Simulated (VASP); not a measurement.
# Sb (P4/mmm) in VASP: a series of runs, part 2 of 3

VASP 6.6.1. The steps go on from the part before.

## Step 4: Single point, r2SCAN (strain -0.080 along x and y, +0.000 along z)

POSCAR

```
Sb
1.0
    2.9072000000      0.0000000000      0.0000000000
    0.0000000000      2.9072000000      0.0000000000
    0.0000000000      0.0000000000      3.1600000000
Sb
1
Direct
    0.0000000000      0.0000000000      0.0000000000
```

INCAR.step1

```
  PREC = Accurate
  ENCUT = 520
  ISMEAR = 0
  SIGMA = 0.15
  LREAL = F
  LASPH = T
  NELM = 60
  NBANDS = 8
  GGA = PE
  ALGO = Normal
  EDIFF = 1E-4
  LWAVE = T
  LCHARG = F
```

INCAR.step2

```
  PREC = Accurate
  ENCUT = 520
  EDIFF = 1E-6
  ISMEAR = 0
  SIGMA = 0.15
  LREAL = F
  LASPH = T
  NELM = 60
  ALGO = Normal
  ISIF = 2
  LWAVE = F
  LCHARG = F
  METAGGA = R2SCAN
  LMIXTAU = T
  NBANDS = 8
  ISTART = 1
```

KPOINTS

```
regular mesh
0
Gamma
  16 16 16
```

Potentials or basis: VASP PAW PBE potentials, release 64 (Sb).

Launch:

```
cat potpaw_PBE.64/Sb/POTCAR > POTCAR
cp INCAR.step1 INCAR
mpirun -np 1 vasp_std > vasp.out
cp INCAR.step2 INCAR
mpirun -np 1 vasp_std > vasp.out
```

OUTCAR:

```text
PREC = Accurate
   ENCUT = 520
   EDIFF = 1E-6
   ISMEAR = 0
   LREAL = F
   LASPH = T
   NELM = 60
   ISIF = 2
   METAGGA = R2SCAN
   ISTART = 1

 ion  position               nearest neighbor table
   1  0.000  0.000  0.000-

  LATTYP: Found a simple tetragonal cell.
 ALAT       =     2.9072000000
 C/A-ratio  =     1.0869565217

  Lattice vectors:

 A1 = (   2.9072000000,   0.0000000000,   0.0000000000)
 A2 = (   0.0000000000,   2.9072000000,   0.0000000000)
 A3 = (   0.0000000000,   0.0000000000,   3.1600000000)

Analysis of symmetry for initial positions (statically):
=====================================================================
 Subroutine PRICEL returns:
 Original cell was already a primitive cell.

 Routine SETGRP: Setting up the symmetry group for a
 simple tetragonal supercell.

 Subroutine GETGRP returns: Found 16 space group operations
 (whereof 16 operations were pure point group operations)
 out of a pool of 16 trial point group operations.

The static configuration has the point symmetry D_4h.

Analysis of symmetry for dynamics (positions and initial velocities):
=====================================================================
 Subroutine PRICEL returns:
 Original cell was already a primitive cell.

 Routine SETGRP: Setting up the symmetry group for a
 simple tetragonal supercell.

 Subroutine GETGRP returns: Found 16 space group operations
 (whereof 16 operations were pure point group operations)
 out of a pool of 16 trial point group operations.

The dynamic configuration has the point symmetry D_4h.

 Subroutine INISYM returns: Found 16 space group operations
 (whereof 16 operations are pure point group operations),
 and found     1 'primitive' translations

[... 106 lines left out ...]
   EFERMI =   0.00;   METHOD = LEGACY
   ISMEAR =     0;   SIGMA  =   0.15  broadening in eV -4-tet -1-fermi 0-gaus
   EFERMI_NEDOS =   21; number of points for ismear=-14 and -15
   IALGO  =     38    algorithm
   IMIX   =      4    mixing-type and parameters
     AMIX     =   0.40;   BMIX     =  1.00
     AMIX_MAG =   1.60;   BMIX_MAG =  1.00
  volume/ion in A,a.u.               =      26.71       180.23
  Fermi-wavevector in a.u.,A,eV,Ry     =   0.936525  1.769775 11.933376  0.877078
  Thomas-Fermi vector in A             =   2.063543
   LORBIT       =      0    0 simple, 1 ext, 2 COOP (PROOUT), +10 PAW based schemes
   METAGGA = R2SCAN    functional components
   LHFCALC =     F    Hartree Fock is set to
   AEXX    =    0.0000 exact exchange contribution
   IVDW    =     0    specifies the selected vdW correction
   LEPSILON=     F    determine dielectric tensor
   LRPA    =     F    only Hartree local field effects (RPA)
 non-spin polarized calculation
 Gauss-broadening in eV      SIGMA  =   0.15
  energy-cutoff  :      520.00
  volume of cell :       26.71
 maximum number of plane-waves:       739
 NGX is ok and might be reduce to    24
   NGX = 11   NGY = 11   NGZ = 11

 number of electron       5.0000000 magnetization

 Free energy of the ion-electron system (eV)
  ---------------------------------------------------
  ext. energy  EPLUGINS =         0.00000000
  ---------------------------------------------------
  free energy    TOTEN  =       -25.51362412 eV

  energy without entropy =      -25.50695156  energy(sigma->0) =      -25.51028784

 E-fermi :   8.5582     XC(G=0): -10.6034

 val. band max:        8.5470695644   @ k =   0.0625   0.0625   0.1250
 cond. band min:       8.5593832200   @ k =   0.2500   0.0625   0.4375
 fundamental gap:      0.0123136556
 Fermi energy:         8.5582217515

 k-point     1 :       0.0000    0.0000    0.0000
  band No.  band energies     occupation
      1      -5.4342      2.00000
      2      10.5339      0.00000
      3      13.1877      0.00000
      4      13.1877      0.00000
      5      14.8742      0.00000
      6      16.5106      0.00000
      7      18.9592      0.00000
      8      27.2764      0.00000
[... 243 lines left out ...]
 k-point    24 :       0.5000    0.1250    0.0000
  band No.  band energies     occupation
      1      -1.6825      2.00000
      2       2.0067      2.00000
      3      13.4170      0.00000
      4      13.6959      0.00000
      5      17.5922      0.00000
      6      18.8208      0.00000
      7      19.5836      0.00000
      8      19.6168      0.00000

 [... further k-points ...]
[... 5 lines left out ...]
  --------------------------------------------------------------------------------------
  -------------------------------------------------------------------------------------
  Total        2.2491360      2.2491360     -0.1360066      0.0000000      0.0000000     -0.0000000
  in kB      134.9240582    134.9240582     -8.1589399      0.0000000      0.0000000     -0.0000000
  external PRESSURE =      87.2297255 kB  Pullay stress =       0.0000000 kB

 VOLUME and BASIS-vectors are now :
 -----------------------------------------------------------------------------
  energy-cutoff  :      520.00
  volume of cell :       26.71
      direct lattice vectors                 reciprocal lattice vectors
     2.907200000  0.000000000  0.000000000     0.343973583  0.000000000  0.000000000
     0.000000000  2.907200000  0.000000000     0.000000000  0.343973583  0.000000000
     0.000000000  0.000000000  3.160000000     0.000000000  0.000000000  0.316455696

 POSITION                                       TOTAL-FORCE (eV/Angst)
 -----------------------------------------------------------------------------------
      0.00000      0.00000      0.00000         0.000000      0.000000      0.000000
 -----------------------------------------------------------------------------------
    total drift:                               -0.000000      0.000000     -0.000000

  FREE ENERGIE OF THE ION-ELECTRON SYSTEM (eV)
  ---------------------------------------------------
  free  energy   TOTEN  =       -25.5136241168 eV

  energy  without entropy=      -25.5069515586  energy(sigma->0) =      -25.51028784
```

OSZICAR.step1:

```text
N       E                     dE             d eps       ncg     rms          rms(c)
DAV:   1     0.568819893247E+01    0.56882E+01   -0.16927E+03  6520   0.412E+02
DAV:   2    -0.383853974336E+01   -0.95267E+01   -0.91714E+01  9328   0.538E+01
DAV:   3    -0.394237990377E+01   -0.10384E+00   -0.10341E+00  7840   0.650E+00
DAV:   4    -0.394278195450E+01   -0.40205E-03   -0.40203E-03  9672   0.475E-01
DAV:   5    -0.394278337805E+01   -0.14235E-05   -0.14236E-05  8104   0.180E-02    0.242E+00
DAV:   6    -0.394324414561E+01   -0.46077E-03   -0.81248E-04  8880   0.196E-01    0.147E+00
DAV:   7    -0.394400268382E+01   -0.75854E-03   -0.18463E-03  7664   0.304E-01    0.607E-02
DAV:   8    -0.394404109463E+01   -0.38411E-04   -0.94473E-05  7872   0.596E-02
   1 F= -.39440411E+01 E0= -.39408390E+01  d E =-.640427E-02
```

Wall time 3.1 min (1 thread of Intel Xeon 8259CL, shared host); peak memory 0.21 GiB.

What came out:

| Item | Value |
| --- | --- |
| Free energy | -25.5136 eV |
| Pressure | 8.7 GPa |
| Band gap on the k mesh | zero (an odd number of electrons rules out a gap without spin polarisation) |

Caveat: the cell differs from its parent crystal (strain -0.080 along x and y, +0.000 along z); the cell stands under pressure; the PAW data sets were made with another functional, which shifts forces and pressure a little; spin-orbit coupling is left out, which moves the levels of the heavy elements.

## Step 5: Single point, r2SCAN (strain -0.080 along x and y, +0.040 along z)

Changes to POSCAR since step 4:

```diff
@@ -4,3 +4,3 @@
     0.0000000000      2.9072000000      0.0000000000
-    0.0000000000      0.0000000000      3.1600000000
+    0.0000000000      0.0000000000      3.2864000000
 Sb
```

INCAR.step1

```
SYSTEM = Sb
ALGO = Normal
EDIFF = 1E-4
ENCUT = 520
GGA = PE
ISMEAR = 0
LASPH = .True.
LCHARG = .False.
LREAL = .False.
LWAVE = .True.
NBANDS = 8
NELM = 100
PREC = Accurate
SIGMA = 0.15
```

INCAR.step2

```
SYSTEM = Sb
ALGO = Normal
EDIFF = 1E-6
ENCUT = 520
ISIF = 2
ISMEAR = 0
ISTART = 1
LASPH = .True.
LCHARG = .False.
LMIXTAU = .True.
LREAL = .False.
LWAVE = .False.
METAGGA = R2SCAN
NBANDS = 8
NELM = 100
PREC = Accurate
SIGMA = 0.15
```

KPOINTS

```
k-points
0
Gamma
  16 16 16
  0 0 0
```

Potentials or basis: VASP PAW PBE potentials, release 64 (Sb).

Launch:

```
cat potpaw_PBE.64/Sb/POTCAR > POTCAR
cp INCAR.step1 INCAR
mpirun -np 1 vasp_std > vasp.out
cp INCAR.step2 INCAR
mpirun -np 1 vasp_std > vasp.out
```

OUTCAR:

```text
SYSTEM = Sb
   EDIFF = 1E-6
   ENCUT = 520
   ISIF = 2
   ISMEAR = 0
   ISTART = 1
   LASPH = .True.
   LREAL = .False.
   METAGGA = R2SCAN
   NELM = 100
   PREC = Accurate

 ion  position               nearest neighbor table
   1  0.000  0.000  0.000-

  LATTYP: Found a simple tetragonal cell.
 ALAT       =     2.9072000000
 C/A-ratio  =     1.1304347826

  Lattice vectors:

 A1 = (   2.9072000000,   0.0000000000,   0.0000000000)
 A2 = (   0.0000000000,   2.9072000000,   0.0000000000)
 A3 = (   0.0000000000,   0.0000000000,   3.2864000000)

Analysis of symmetry for initial positions (statically):
=====================================================================
 Subroutine PRICEL returns:
 Original cell was already a primitive cell.

 Routine SETGRP: Setting up the symmetry group for a
 simple tetragonal supercell.

 Subroutine GETGRP returns: Found 16 space group operations
 (whereof 16 operations were pure point group operations)
 out of a pool of 16 trial point group operations.

The static configuration has the point symmetry D_4h.

Analysis of symmetry for dynamics (positions and initial velocities):
=====================================================================
 Subroutine PRICEL returns:
 Original cell was already a primitive cell.

 Routine SETGRP: Setting up the symmetry group for a
 simple tetragonal supercell.

 Subroutine GETGRP returns: Found 16 space group operations
 (whereof 16 operations were pure point group operations)
 out of a pool of 16 trial point group operations.

The dynamic configuration has the point symmetry D_4h.

 Subroutine INISYM returns: Found 16 space group operations
 (whereof 16 operations are pure point group operations),
 and found     1 'primitive' translations

----------------------------------------------------------------------------------------

                                     Primitive cell

  volume of cell :      27.7760

  direct lattice vectors                    reciprocal lattice vectors
[... 103 lines left out ...]
   IMIX   =      4    mixing-type and parameters
     AMIX     =   0.40;   BMIX     =  1.00
     AMIX_MAG =   1.60;   BMIX_MAG =  1.00
  volume/ion in A,a.u.               =      27.78       187.44
  Fermi-wavevector in a.u.,A,eV,Ry     =   0.924361  1.746788 11.625396  0.854442
  Thomas-Fermi vector in A             =   2.050098
   LORBIT       =      0    0 simple, 1 ext, 2 COOP (PROOUT), +10 PAW based schemes
   METAGGA = R2SCAN    functional components
   LHFCALC =     F    Hartree Fock is set to
   AEXX    =    0.0000 exact exchange contribution
   IVDW    =     0    specifies the selected vdW correction
   LEPSILON=     F    determine dielectric tensor
   LRPA    =     F    only Hartree local field effects (RPA)
 non-spin polarized calculation
 Gauss-broadening in eV      SIGMA  =   0.15
  energy-cutoff  :      520.00
  volume of cell :       27.78
 maximum number of plane-waves:       766
 NGX is ok and might be reduce to    24
   NGX = 11   NGY = 11   NGZ = 13

 number of electron       4.9999999 magnetization

 Free energy of the ion-electron system (eV)
  ---------------------------------------------------
  ext. energy  EPLUGINS =         0.00000000
  ---------------------------------------------------
  free energy    TOTEN  =       -25.49727045 eV

  energy without entropy =      -25.49203124  energy(sigma->0) =      -25.49465085

 E-fermi :   7.9817     XC(G=0): -10.4143

 val. band max:        7.9779764420   @ k =   0.3750   0.2500   0.2500
 cond. band min:       7.9922607265   @ k =   0.1875   0.0625   0.1250
 fundamental gap:      0.0142842844
 Fermi energy:         7.9816642215

 k-point     1 :       0.0000    0.0000    0.0000
  band No.  band energies     occupation
      1      -5.7006      2.00000
      2       9.2220      0.00000
      3      12.9016      0.00000
      4      12.9016      0.00000
      5      13.7467      0.00000
      6      16.1683      0.00000
      7      18.5635      0.00000
      8      26.3914      0.00000
[... 243 lines left out ...]
 k-point    24 :       0.5000    0.1250    0.0000
  band No.  band energies     occupation
      1      -1.9210      2.00000
      2       1.6847      2.00000
      3      12.3682      0.00000
      4      13.1436      0.00000
      5      17.1859      0.00000
      6      17.7912      0.00000
      7      18.3591      0.00000
      8      18.5833      0.00000

 [... further k-points ...]
[... 5 lines left out ...]
  --------------------------------------------------------------------------------------
  -------------------------------------------------------------------------------------
  Total        1.9818689      1.9818689     -0.7252054      0.0000000      0.0000000      0.0000000
  in kB      114.3181710    114.3181710    -41.8313029      0.0000000      0.0000000      0.0000000
  external PRESSURE =      62.2683463 kB  Pullay stress =       0.0000000 kB

 VOLUME and BASIS-vectors are now :
 -----------------------------------------------------------------------------
  energy-cutoff  :      520.00
  volume of cell :       27.78
      direct lattice vectors                 reciprocal lattice vectors
     2.907200000  0.000000000  0.000000000     0.343973583  0.000000000  0.000000000
     0.000000000  2.907200000  0.000000000     0.000000000  0.343973583  0.000000000
     0.000000000  0.000000000  3.286400000     0.000000000  0.000000000  0.304284323

 POSITION                                       TOTAL-FORCE (eV/Angst)
 -----------------------------------------------------------------------------------
      0.00000      0.00000      0.00000         0.000000      0.000000      0.000000
 -----------------------------------------------------------------------------------
    total drift:                                0.000000      0.000000      0.000000

  FREE ENERGIE OF THE ION-ELECTRON SYSTEM (eV)
  ---------------------------------------------------
  free  energy   TOTEN  =       -25.4972704546 eV

  energy  without entropy=      -25.4920312445  energy(sigma->0) =      -25.49465085
```

It took 2.5 min on 1 thread of Intel Xeon 8259CL, shared host; peak memory 0.21 GiB.

What came out:

```
Free energy            : -25.4973 eV
Pressure               : 6.2 GPa
Band gap on the k mesh : zero (an odd number of electrons rules out a gap without spin polarisation)
```

Stress tensor (GPa, compression positive):
```
11.43  0.00  0.00
 0.00 11.43  0.00
 0.00  0.00 -4.18
```

Levels at points of the mesh, in eV from the Fermi level:
| k point | band 1 | band 2 | band 3 | band 4 | band 5 | band 6 |
| --- | --- | --- | --- | --- | --- | --- |
| (0.00, 0.00, 0.00) | -13.68 | 1.24 | 4.92 | 4.92 | 5.77 | 8.19 |
| (0.50, 0.00, 0.00) | -10.20 | -6.57 | 4.07 | 7.93 | 9.05 | 10.10 |
| (0.50, 0.50, 0.00) | -6.27 | -3.93 | -3.93 | 2.43 | 7.08 | 12.73 |
| (0.00, 0.00, 0.50) | -11.87 | -6.20 | 6.46 | 6.46 | 9.62 | 12.96 |
| (0.50, 0.00, 0.50) | -8.19 | -5.11 | -3.37 | 2.18 | 9.59 | 14.38 |
| (0.50, 0.50, 0.50) | -3.83 | -2.57 | -2.57 | -0.60 | 4.44 | 5.51 |

Caveat: the cell differs from its parent crystal (strain -0.080 along x and y, +0.040 along z); the cell stands under pressure; the PAW data sets were made with another functional, which shifts forces and pressure a little; spin-orbit coupling is left out, which moves the levels of the heavy elements.

(Part 2 of 3 ends here.)
